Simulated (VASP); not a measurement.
Runs of VASP 6.6.1 on Rh. The structure is that of space group Im-3m (No. 229), or close to it. The cells are those of the table. This isn't the form of Rh at room conditions, which is fcc.

```tsv
task	cell	k mesh	cutoff (eV)	gap on the mesh (eV)	pressure (GPa)	moment (μB)
relaxation of cell and atoms	relaxed from a = 2.614 Å, angles 109.5°, 1 atom	15 × 15 × 15	600	none	0.0	0.42
single point	a = 2.730 Å, angles 109.5°, 1 atom	16 × 16 × 16	520	none	-14.1	0.62
single point	a = 2.696 Å, angles 109.5°, 1 atom	16 × 16 × 16	520	none	-7.8	0.57
single point	a = 2.588 Å, angles 109.5°, 1 atom	16 × 16 × 16	520	none	23.8	(a)
single point	a = 2.625 Å, angles 109.5°, 1 atom	16 × 16 × 16	520	none	(b)	0.44
```

Alike in all rows: level PBE; potentials or basis VASP PAW PBE potentials, release 64 (Rh_pv); spin collinear, ferromagnetic start; smearing fermi-dirac 0.05 eV.

Problem. Estimate the missing entries.

Solution. (a) 0.38; (b) 10.5.

Caveats: the cell stands under tension (at least some runs); the cell stands under pressure (at least some runs).

A k mesh can miss the band edges, and the runs leave out spin-orbit coupling on Rh.

A gap of «none» marks levels without a gap at the run's occupations.
